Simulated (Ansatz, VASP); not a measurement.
**Two plane-wave programs on CdS**

The input INCAR:

```
SYSTEM = CdS
PREC = Accurate
ENCUT = 500
EDIFF = 1E-6
ISMEAR = 0
SIGMA = 0.1
LREAL = .FALSE.
LASPH = .TRUE.
NELM = 120
ALGO = Normal
ISIF = 2
LWAVE = .FALSE.
LCHARG = .FALSE.
GGA = PS
NBANDS = 16
GGA_COMPAT = .FALSE.
```

File KPOINTS:

```
Automatic mesh
0
G
  6 6 6
  0 0 0
```

Contents of POSCAR:

```
CdS
1.0
    0.0000000000      2.9429534600      2.9429534600
    2.9429534600      0.0000000000      2.9429534600
    2.9429534600      2.9429534600      0.0000000000
Cd S
1 1
Direct
    0.0000000000      0.0000000000      0.0000000000
    0.7500000000      0.7500000000      0.7500000000
```

Input for Ansatz:

```yaml
crystal:
  lattice:
    - [0.0, 2.94295346, 2.94295346]
    - [2.94295346, 0.0, 2.94295346]
    - [2.94295346, 2.94295346, 0.0]
  atoms:
    - { symbol: Cd, position: [0.0, 0.0, 0.0] }
    - { symbol: S, position: [0.75, 0.75, 0.75] }
basis:
  ecutwfc: 420
kpoints:
  mp_grid: { grid: [6, 6, 6] }
hamiltonian:
  xc: pbesol
  pseudopotentials: { kind: paw, azcp: { folder: soft_1 } }
scf:
  occupations: { method: gaussian, width: 0.1 }
output:
  forces: true
  stress: true
  eigenvalues: true
```

Alike in both runs: task single point; functional PBEsol; k mesh 6 × 6 × 6; occupations gaussian, width 0.1 eV; no spin polarisation.

|  | VASP | Ansatz |
| --- | --- | --- |
| version | VASP 6.6.1 | Ansatz 0.2.0 |
| potentials or method | VASP PAW PBE potentials, release 64 (Cd, S), cutoff 500 eV | scalar-relativistic, plane waves, PAW |
| valence electrons in the cell | 18 | 26 |

Ansatz gave:

- gap on the k mesh at the Fermi level (eV): 0.95
- least direct gap on the mesh (eV): 0.95
- pressure (GPa): -1.8

Task: What did VASP give for the same quantities?

Result: gap on the k mesh at the Fermi level (eV): 0.95; least direct gap on the mesh (eV): 0.95; pressure (GPa): -1.5.

VASP's potentials were made for PBE, not for PBEsol, and Ansatz warns of the same on its side. VASP's potentials hold 18 valence electrons a cell and Ansatz's 26, so a difference there can come from the potentials and not from the codes.
